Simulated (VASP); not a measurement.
# Al5Cl (P4/mmm) in VASP: a series of runs

Al5Cl is run at these levels: PBE; tasks: relaxation of cell and atoms.

Everything below comes from runs of VASP 6.6.1. Logs are shortened: lines on timing, memory, paths and dates and some standing lists are left out, and cuts for length are marked.

### 1 The cell of the first run

The structure is tetragonal, space group P4/mmm (No. 123). The conventional cell has a = 3.007 Å, b = 3.007 Å, c = 11.743 Å, α = 90.00°, β = 90.00°, γ = 90.00°. Within 4.0 Å of Al (site symmetry 4mm) lie 13 Al at 2.83 to 3.82 Å and 1 Cl at 3.96 Å. Al (site symmetry 4mm) has 9 Al at 2.83 to 3.78 Å and 4 Cl at 2.98 Å within 3.8 Å. Within 3.8 Å of Al (site symmetry 4/mmm) lie 14 Al at 2.86 to 3.78 Å. Within 4.0 Å of Cl (site symmetry 4/mmm) lie 10 Al at 2.98 to 3.96 Å and 4 Cl at 3.01 Å.

The cell was generated, and may not be a known phase.

### 2 Relaxation of cell and atoms, PBE

INCAR

```
PREC = Accurate
ENCUT = 600
EDIFF = 1E-6
ISMEAR = 0
SIGMA = 0.1
LREAL = F
LASPH = T
NELM = 60
ALGO = Normal
ISIF = 3
LWAVE = F
LCHARG = F
GGA = PE
IBRION = 2
NSW = 100
EDIFFG = -0.01
```

KPOINTS

```
Automatic mesh
0
Gamma
  12 12 4
```

POSCAR

```
Al5Cl
1.0
    3.0073741057      0.0000000000      0.0000000000
    0.0000000000      3.0073741057      0.0000000000
    0.0000000000      0.0000000000     11.7429961109
Al Cl
5 1
Direct
    0.5000000000      0.5000000000      0.3371884540
    0.5000000000      0.5000000000      0.6628115460
    0.0000000000      0.0000000000      0.1783684977
    0.0000000000      0.0000000000      0.8216315023
    0.0000000000      0.0000000000      0.5000000000
    0.5000000000      0.5000000000      0.0000000000
```

Potentials or basis: VASP PAW PBE potentials, release 64 (Al, Cl).

Started as:

```bash
$ cat potpaw_PBE.64/Al/POTCAR potpaw_PBE.64/Cl/POTCAR > POTCAR
$ mpirun -np 1 vasp_std > vasp.out
```

OUTCAR:

```text
PREC = Accurate
   ENCUT = 600
   EDIFF = 1E-6
   ISMEAR = 0
   LREAL = F
   LASPH = T
   NELM = 60
   ISIF = 3
   GGA = PE
   IBRION = 2
   NSW = 100
   EDIFFG = -0.01

 ion  position               nearest neighbor table
   1  0.500  0.500  0.337-   3 2.83   3 2.83   3 2.83   3 2.83   5 2.86   5 2.86   5 2.86   5 2.86

   2  0.500  0.500  0.663-   4 2.83   4 2.83   4 2.83   4 2.83   5 2.86   5 2.86   5 2.86   5 2.86

   3  0.000  0.000  0.178-   1 2.83   1 2.83   1 2.83   1 2.83   6 2.98   6 2.98   6 2.98   6 2.98

   4  0.000  0.000  0.822-   2 2.83   2 2.83   2 2.83   2 2.83   6 2.98   6 2.98   6 2.98   6 2.98

   5  0.000  0.000  0.500-   1 2.86   2 2.86   1 2.86   2 2.86   1 2.86   2 2.86   1 2.86   2 2.86

   6  0.500  0.500  0.000-   3 2.98   4 2.98   3 2.98   4 2.98   3 2.98   4 2.98   3 2.98   4 2.98

  LATTYP: Found a simple tetragonal cell.
 ALAT       =     3.0073741057
 C/A-ratio  =     3.9047340631

  Lattice vectors:

 A1 = (   3.0073741057,   0.0000000000,   0.0000000000)
 A2 = (   0.0000000000,   3.0073741057,   0.0000000000)
 A3 = (   0.0000000000,   0.0000000000,  11.7429961109)

Analysis of symmetry for initial positions (statically):
=====================================================================
 Subroutine PRICEL returns:
 Original cell was already a primitive cell.

 Routine SETGRP: Setting up the symmetry group for a
 simple tetragonal supercell.

 Subroutine GETGRP returns: Found 16 space group operations
 (whereof 16 operations were pure point group operations)
 out of a pool of 16 trial point group operations.

The static configuration has the point symmetry D_4h.

Analysis of symmetry for dynamics (positions and initial velocities):
=====================================================================
 Subroutine PRICEL returns:
 Original cell was already a primitive cell.

 Routine SETGRP: Setting up the symmetry group for a
 simple tetragonal supercell.

 Subroutine GETGRP returns: Found 16 space group operations
 (whereof 16 operations were pure point group operations)
 out of a pool of 16 trial point group operations.

The dynamic configuration has the point symmetry D_4h.

 Subroutine INISYM returns: Found 16 space group operations
 (whereof 16 operations are pure point group operations),
 and found     1 'primitive' translations

----------------------------------------------------------------------------------------

                                     Primitive cell

[... 115 lines left out ...]
   IALGO  =     38    algorithm
   IMIX   =      4    mixing-type and parameters
     AMIX     =   0.40;   BMIX     =  1.00
     AMIX_MAG =   1.60;   BMIX_MAG =  1.00
  volume/ion in A,a.u.               =      17.70       119.45
  Fermi-wavevector in a.u.,A,eV,Ry     =   0.968645  1.830473 12.765970  0.938272
  Thomas-Fermi vector in A             =   2.098631
   LORBIT       =      0    0 simple, 1 ext, 2 COOP (PROOUT), +10 PAW based schemes
   GGA     = PE    functional components
   LHFCALC =     F    Hartree Fock is set to
   AEXX    =    0.0000 exact exchange contribution
   IVDW    =     0    specifies the selected vdW correction
   LEPSILON=     F    determine dielectric tensor
   LRPA    =     F    only Hartree local field effects (RPA)
 conjugate gradient relaxation of ions
 non-spin polarized calculation
 Gauss-broadening in eV      SIGMA  =   0.10
  energy-cutoff  :      600.00
  volume of cell :      106.21
 maximum number of plane-waves:      3588
   NGX = 13   NGY = 13   NGZ = 47

 number of electron      21.9999999 magnetization

 Free energy of the ion-electron system (eV)
  ---------------------------------------------------
  ext. energy  EPLUGINS =         0.00000000
  ---------------------------------------------------
  free energy    TOTEN  =       -20.46105952 eV

  energy without entropy =      -20.45009740  energy(sigma->0) =      -20.45557846

 E-fermi :   7.2248     XC(G=0):  -9.9968

 val. band max:        7.2202792220   @ k =   0.3333   0.3333   0.5000
 cond. band min:       7.2397082226   @ k =   0.0833   0.0833   0.5000
 fundamental gap:      0.0194290006
 Fermi energy:         7.2247884142

 k-point     1 :       0.0000    0.0000    0.0000
  band No.  band energies     occupation
      1      -9.9057      2.00000
      2      -3.3404      2.00000
      3      -2.6819      2.00000
      4      -0.5150      2.00000
      5      -0.0244      2.00000
      6       3.6534      2.00000
      7       4.7291      2.00000
      8       4.7291      2.00000
      9       4.9467      2.00000
     10       9.3464      0.00000
     11      10.2125      0.00000
     12      11.5777      0.00000
     13      11.5777      0.00000
     14      11.8219      0.00000
[... 401 lines left out ...]
      2       0.8194      2.00000
      3       1.3700      2.00000
      4       1.6250      2.00000
      5       2.0159      2.00000
      6       3.0530      2.00000
      7       3.8283      2.00000
      8       4.1777      2.00000
      9       4.6966      2.00000
     10       6.2950      2.00000
     11       6.4978      2.00000
     12       6.5994      2.00000
     13       7.4784      0.00033
     14       8.3043      0.00000
     15       8.3271      0.00000

 [... further k-points ...]

------------------------ aborting loop because EDIFF is reached ----------------------------------------

  FORCE on cell =-STRESS in cart. coord.  units (eV):
  Direction    XX          YY          ZZ          XY          YZ          ZX
  --------------------------------------------------------------------------------------
  -------------------------------------------------------------------------------------
  Total       -0.0069427     -0.0069427     -0.0155433      0.0000000     -0.0000000     -0.0000000
  in kB       -0.1047329     -0.1047329     -0.2344762      0.0000000     -0.0000000     -0.0000000
  external PRESSURE =      -0.1479806 kB  Pullay stress =       0.0000000 kB

 VOLUME and BASIS-vectors are now :
 -----------------------------------------------------------------------------
  energy-cutoff  :      600.00
  volume of cell :      106.21
      direct lattice vectors                 reciprocal lattice vectors
     3.007374106  0.000000000  0.000000000     0.332515997  0.000000000  0.000000000
     0.000000000  3.007374106  0.000000000     0.000000000  0.332515997  0.000000000
     0.000000000  0.000000000 11.742996111     0.000000000  0.000000000  0.085157143

 POSITION                                       TOTAL-FORCE (eV/Angst)
 -----------------------------------------------------------------------------------
      1.50369      1.50369      3.95960        -0.000000     -0.000000     -0.000238
      1.50369      1.50369      7.78339         0.000000     -0.000000      0.000238
      0.00000      0.00000      2.09458        -0.000000      0.000000      0.000888
      0.00000      0.00000      9.64842        -0.000000      0.000000     -0.000888
      0.00000      0.00000      5.87150        -0.000000      0.000000      0.000000
      1.50369      1.50369      0.00000        -0.000000      0.000000      0.000000
 -----------------------------------------------------------------------------------
    total drift:                               -0.000000     -0.000000     -0.000000

  FREE ENERGIE OF THE ION-ELECTRON SYSTEM (eV)
  ---------------------------------------------------
  free  energy   TOTEN  =       -20.4610595218 eV

  energy  without entropy=      -20.4500973984  energy(sigma->0) =      -20.45557846

 reached required accuracy - stopping structural energy minimisation
```

OSZICAR:

```text
N       E                     dE             d eps       ncg     rms          rms(c)
DAV:   1     0.644735934931E+02    0.64474E+02   -0.93363E+03  2520   0.135E+03
DAV:   2    -0.143044305593E+02   -0.78778E+02   -0.76731E+02  3366   0.167E+02
DAV:   3    -0.210192064071E+02   -0.67148E+01   -0.65313E+01  3397   0.457E+01
DAV:   4    -0.211278702995E+02   -0.10866E+00   -0.10847E+00  3054   0.699E+00
DAV:   5    -0.211297584575E+02   -0.18882E-02   -0.18876E-02  3551   0.899E-01    0.678E+00
DAV:   6    -0.205697925954E+02    0.55997E+00   -0.33353E+00  2913   0.708E+00    0.481E+00
DAV:   7    -0.204849062114E+02    0.84886E-01   -0.43293E-01  2809   0.337E+00    0.286E+00
DAV:   8    -0.204657174202E+02    0.19189E-01   -0.15740E-01  3066   0.199E+00    0.462E-01
DAV:   9    -0.204611650489E+02    0.45524E-02   -0.22332E-02  2849   0.832E-01    0.152E-01
DAV:  10    -0.204610811076E+02    0.83941E-04   -0.16993E-03  3115   0.241E-01    0.125E-01
DAV:  11    -0.204610589397E+02    0.22168E-04   -0.13387E-04  3129   0.786E-02    0.398E-02
DAV:  12    -0.204610594023E+02   -0.46261E-06   -0.39901E-05  3199   0.349E-02    0.109E-02
DAV:  13    -0.204610595218E+02   -0.11947E-06   -0.16708E-06  2174   0.102E-02
   1 F= -.20461060E+02 E0= -.20455578E+02  d E =-.204611E+02
```

CONTCAR:

```text
Al5Cl
   1.00000000000000
     3.0073741056999999    0.0000000000000000    0.0000000000000000
     0.0000000000000000    3.0073741056999999    0.0000000000000000
     0.0000000000000000    0.0000000000000000   11.7429961109000001
  Al              Cl
     5     1
Direct
     0.5000000000000000    0.5000000000000000    0.3371884539999996
     0.5000000000000000    0.5000000000000000    0.6628115460000004
     0.0000000000000000    0.0000000000000000    0.1783684976999993
     0.0000000000000000    0.0000000000000000    0.8216315023000007
     0.0000000000000000    0.0000000000000000    0.5000000000000000
     0.5000000000000000    0.5000000000000000    0.0000000000000000

  0.00000000E+00  0.00000000E+00  0.00000000E+00
  0.00000000E+00  0.00000000E+00  0.00000000E+00
  0.00000000E+00  0.00000000E+00  0.00000000E+00
  0.00000000E+00  0.00000000E+00  0.00000000E+00
  0.00000000E+00  0.00000000E+00  0.00000000E+00
  0.00000000E+00  0.00000000E+00  0.00000000E+00
```

It took 2.7 min on 1 thread of Intel Xeon 8259CL, shared host; peak memory 0.31 GiB.

What came out:

```yaml
Free_energy: -20.4611 eV
Pressure_after_relaxing: 0.0 GPa
```

Final structure:
```
Al Cl
1.0
     3.00737    0.00000    0.00000
     0.00000    3.00737    0.00000
     0.00000    0.00000   11.74300
Al Cl
5 1
Direct
  0.50000 0.50000 0.33719
  0.50000 0.50000 0.66281
  0.00000 0.00000 0.17837
  0.00000 0.00000 0.82163
  0.00000 0.00000 0.50000
  0.50000 0.50000 0.00000
```

Levels at points of the mesh, in eV from the Fermi level:
```tsv
k point	band 7	band 8	band 9	band 10	band 11	band 12	band 13	band 14	band 15
(0.00, 0.00, 0.00)	-2.50	-2.50	-2.28	2.12	2.99	4.35	4.35	4.60	5.05
(0.50, 0.00, 0.00)	-4.46	-3.79	-3.46	-2.34	-1.89	-0.44	1.87	1.95	1.99
(0.50, 0.50, 0.00)	-2.30	-2.30	-2.24	-2.01	-1.37	-0.50	-0.47	-0.33	-0.33
(0.00, 0.00, 0.50)	-2.50	-2.50	-0.15	-0.07	4.31	4.31	4.67	4.73	4.87
(0.50, 0.00, 0.50)	-5.31	-4.23	-2.80	-1.89	-1.35	-1.17	-0.05	3.35	3.77
(0.50, 0.50, 0.50)	-2.17	-2.03	-2.03	-1.91	-1.63	-0.85	-0.85	-0.85	0.44
```

Caveat: the highest band is partly filled, so the run has too few bands.

(Part 1 of 2 ends here.)
